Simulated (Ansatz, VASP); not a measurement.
Si3N2 in VASP and in Ansatz

```
Si N
1.0
     3.52208    0.00000    0.00000
     0.00000    3.52208    0.00000
     0.00000    0.00000    5.15455
Si N
3 2
Direct
  0.50000 0.50000 0.00000
  0.00000 0.50000 0.64001
  0.50000 0.00000 0.35999
  0.50000 0.50000 0.50000
  0.00000 0.00000 0.50000
```

Alike in both runs: functional PBE; k mesh 6 × 6 × 4; occupations gaussian, width 0.1 eV; no spin polarisation.

Ansatz relaxed the structure, and its values are those at the end. VASP's run is a single point on that final structure, the one shown.

|  | VASP | Ansatz |
| --- | --- | --- |
| version | VASP 6.6.1 | Ansatz 0.2.0 |
| potentials or method | VASP PAW PBE potentials, release 64 (Si, N), cutoff 520 eV | scalar-relativistic, plane waves, PAW |
| valence electrons in the cell | 22 | 22 |

```csv
,VASP,Ansatz,Ansatz less VASP
gap on the k mesh at the Fermi level (eV),none,none,-
pressure (GPa),-0.1,-0.1,+0.04
rms of the force components (eV/Å),0.004,0.001,-0.0028
```

A gap of «none» marks a metal or a gap that the smearing closes. With one functional, cell and mesh, what is left measures potentials, basis and numerics.
